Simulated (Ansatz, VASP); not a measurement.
**SrO in VASP and in Ansatz**

Contents of INCAR:

```
PREC     = Accurate       # precision mode
ENCUT    = 520            # plane-wave cutoff, eV
EDIFF    = 1E-8           # SCF threshold, eV
ISMEAR   = -1             # smearing method
SIGMA    = 0.02           # smearing width, eV
LREAL    = F              # projectors in reciprocal space
LASPH    = T              # aspherical terms in the spheres
NELM     = 60             # most SCF steps
ALGO     = Normal         # electronic algorithm
ISIF     = 2              # what is computed and relaxed
LWAVE    = F              # write WAVECAR
LCHARG   = F              # write CHGCAR
GGA      = PE             # functional
LEFG     = T            
NBANDS   = 15             # bands
```

File KPOINTS:

```
regular mesh
0
Gamma
  8 8 8
```

POSCAR

```
SrO
1.0
    0.0000000000      2.5698000000      2.6468940000
    2.5698000000      0.0000000000      2.6468940000
    2.5698000000      2.5698000000      0.0000000000
Sr O
1 1
Direct
    0.0000000000      0.0000000000      0.0000000000
    0.5000000000      0.5000000000      0.5000000000
```

Input for Ansatz:

```yaml
crystal:
  lattice:
    - [0.0, 2.5698, 2.646894]
    - [2.5698, 0.0, 2.646894]
    - [2.5698, 2.5698, 0.0]
  atoms:
    - { symbol: Sr, position: [0.0, 0.0, 0.0] }
    - { symbol: O, position: [0.5, 0.5, 0.5] }
kpoints:
  mp_grid: { grid: [8, 8, 8] }
scf:
  occupations: { method: fermi_dirac, width: 0.02 }
hamiltonian:
  xc: pbe
  pseudopotentials: { kind: all_electron, datasets: crystal }
output:
  forces: true
  stress: true
  eigenvalues: true
  efg: { contact_densities: true }
```

Change from the starting cell: zz strain of +3 %, crystal datasets.

Alike in both runs: task electric field gradients; functional PBE; k mesh 8 × 8 × 8; occupations fermi-dirac, width 0.02 eV; no spin polarisation.

|  | VASP | Ansatz |
| --- | --- | --- |
| version | VASP 6.6.1 | Ansatz 0.2.0 |
| potentials or method | VASP PAW PBE potentials, release 64 (Sr_sv, O), cutoff 520 eV | all-electron PAW with datasets made for the crystal, scalar-relativistic |

```tsv
	VASP	Ansatz	Ansatz less VASP
gap on the k mesh at the Fermi level (eV)	3.22	3.26	+0.046
pressure (GPa)	0.9	0.4	-0.52
traceless stress, the component that is largest in VASP (GPa)	-2.28	-2.16	+0.121
size of Vzz on the site where it differs most (V/Å²)	28.6	28.2	-0.43
```

Ansatz ran all-electron here, and VASP with PAW potentials.
